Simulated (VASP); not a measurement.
Write the native input for VASP 6.6.1 that does the following.

```yaml
Task: single point
Functional: PBE
Potentials_or_basis: VASP PAW PBE potentials, release 64 (Hf_pv)
Cutoff: 520 eV
k_mesh: 16 × 16 × 9
Occupations: fermi-dirac, width 0.05 eV
Spin: no spin polarisation
Dipole_correction: no
Further_INCAR_settings: ALGO = Normal; EDIFF = 1e-06; NBANDS = 17
```

The structure of Hf lies in POSCAR:

```
Hf
1.0
    2.7915135220      0.0000000000      0.0000000000
   -1.3957567610      2.4175216251      0.0000000000
    0.0000000000      0.0000000000      4.5943014153
Hf
2
Direct
    0.3333333333      0.6666666667      0.2500000000
    0.6666666667      0.3333333333      0.7500000000
```

The input as run:

INCAR

```
SYSTEM = Hf
PREC = Accurate
ENCUT = 520
EDIFF = 1E-6
ISMEAR = -1
SIGMA = 0.05
LREAL = .FALSE.
LASPH = .TRUE.
NELM = 80
ALGO = Normal
ISIF = 2
LWAVE = .FALSE.
LCHARG = .FALSE.
GGA = PE
NBANDS = 17
```

KPOINTS

```
Automatic mesh
0
G
  16 16 9
  0 0 0
```

Potentials or basis: VASP PAW PBE potentials, release 64 (Hf_pv).

Launch:

```sh
$ cat potpaw_PBE.64/Hf_pv/POTCAR > POTCAR
$ mpirun -np 1 vasp_std > vasp.out
```

It gave:

| Quantity | Value |
| --- | --- |
| Pressure | 73.1 GPa |
| Band gap on the k mesh | zero (band 10 reaches 9.21 eV, above the bottom of band 11 at 7.27 eV) |

Caveat: spin-orbit coupling is left out, which moves the levels of the heavy elements.

It took 22 s on 1 thread of Intel(R) Xeon(R) 6975P-C (Granite Rapids) (shared host), peak memory 0.2 GiB.
